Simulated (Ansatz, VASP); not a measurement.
**One calculation of MgTl, two programs**

Contents of INCAR:

```
ALGO = Normal
EDIFF = 1E-8
ENCUT = 520
ISIF = 2
ISMEAR = -1
LASPH = True
LCHARG = False
LEFG = True
LREAL = False
LWAVE = False
NBANDS = 14
NELM = 80
PREC = Accurate
SIGMA = 0.05
```

KPOINTS

```
k-points
0
Gamma
  9 9 9
```

The input POSCAR:

```
MgTl
1.0
    3.6470765007      0.0000000000      0.0000000000
    0.0000000000      3.6470765007      0.0000000000
    0.0000000000      0.0000000000      3.6470765007
Mg Tl
1 1
Direct
    0.0000000000      0.0000000000      0.0000000000
    0.5000000000      0.5000000000      0.5000000000
```

Input for Ansatz:

```yaml
crystal:
  lattice:
    - [3.6470765007, 0.0, 0.0]
    - [0.0, 3.6470765007, 0.0]
    - [0.0, 0.0, 3.6470765007]
  atoms:
    - { symbol: Mg, position: [0.0, 0.0, 0.0] }
    - { symbol: Tl, position: [0.5, 0.5, 0.5] }
kpoints:
  mp_grid: { grid: [9, 9, 9] }
scf:
  occupations: { method: fermi_dirac, width: 0.05 }
hamiltonian:
  xc: lda
  pseudopotentials: { kind: paw }
output:
  forces: true
  stress: true
  eigenvalues: true
  efg: { contact_densities: true }
```

Change from the starting cell: volume scaled by 1.01, PAW files.

Alike in both runs: task electric field gradients; functional LDA; k mesh 9 × 9 × 9; occupations fermi-dirac, width 0.05 eV; no spin polarisation.

|  | VASP | Ansatz |
| --- | --- | --- |
| version | VASP 6.6.1 | Ansatz 0.2.0 |
| potentials or method | VASP PAW LDA potentials, release 64 (Mg, Tl_d) | PAW with Ansatz's default frozen-core files, scalar-relativistic |
| plane-wave cutoff (eV) | 520 | 420 |
| valence electrons in the cell | 15 | 23 |

|  | VASP | Ansatz | Ansatz less VASP |
| --- | --- | --- | --- |
| pressure (GPa) | -3.0 | -2.8 | +0.26 |

LDA's correlation is that of Perdew and Zunger in VASP and of Perdew and Wang (1992) in Ansatz. VASP's potentials hold 15 valence electrons a cell and Ansatz's 23, so a difference there can come from the potentials and not from the codes.

Neither program's run includes spin-orbit coupling.
